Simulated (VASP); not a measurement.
# CO2: single point with r2SCAN

CO2:

```xyz
6
Lattice="2.5446 -2.2913 0.0000 2.5446 2.2913 0.0000 0.0000 0.0000 6.1879" Properties=species:S:1:pos:R:3 pbc="T T T"
C     0.0000    0.0000    0.0000
C     2.5446    0.0000    3.0940
O     2.5446   -1.3531    5.5071
O     2.5446    1.3531    0.6809
O     2.5446   -0.9383    2.4131
O     2.5446    0.9383    3.7748
```

This cell differs from its parent crystal: strain -3.7%.

```
Program                : VASP 6.6.1
Task                   : single point
Functional             : r2SCAN
Potentials or basis    : VASP PAW PBE potentials, release 64 (C, O)
Cutoff                 : 520 eV
k mesh                 : 8 × 8 × 4
Occupations            : gaussian, width 0.01 eV
Spin                   : no spin polarisation
Dipole correction      : no
Further INCAR settings : ALGO = Normal; EDIFF = 1e-07; NBANDS = 25
```

```
Pressure               : 5.0 GPa
Largest force          : 0.703 eV/Å
Band gap on the k mesh : 7.39 eV (least direct gap 8.11 eV)
```

Forces in eV/Å, atoms in the order of the input:
```
C    0.000  0.000  0.000
C    0.000  0.000  0.000
O    0.000  0.570 -0.411
O    0.000 -0.570  0.411
O    0.000 -0.570 -0.411
O    0.000  0.570  0.411
```

Stress tensor (GPa, compression positive):
```
2.40 0.00 0.00
0.00 7.34 0.00
0.00 0.00 5.18
```

Levels at points of the mesh, in eV from the valence-band top:
| k point | band 14 | band 15 | band 16 | band 17 | band 18 | band 19 |
| --- | --- | --- | --- | --- | --- | --- |
| (0.00, 0.00, 0.00) | -1.30 | -0.81 | -0.72 | 7.39 | 7.40 | 8.19 |
| (0.50, 0.00, 0.00) | -0.92 | -0.37 | -0.37 | 8.06 | 8.06 | 9.33 |
| (0.50, 0.50, 0.00) | -0.88 | -0.44 | 0.00 | 8.34 | 9.77 | 9.82 |
| (0.00, 0.00, 0.50) | -1.07 | -0.99 | -0.99 | 7.84 | 7.84 | 8.61 |
| (0.50, 0.00, 0.50) | -1.03 | -0.33 | -0.33 | 8.18 | 8.18 | 9.41 |
| (0.50, 0.50, 0.50) | -0.95 | -0.41 | -0.41 | 9.14 | 9.14 | 9.78 |

It took 11 min on 1 thread of Intel Xeon 8259CL, with other jobs on the host, peak memory 0.24 GiB.

Caveat: the cell differs from its parent crystal (strain -3.7%); the cell stands under pressure; the PAW data sets were made with another functional, which shifts forces and pressure a little. A k mesh can miss the band edges.
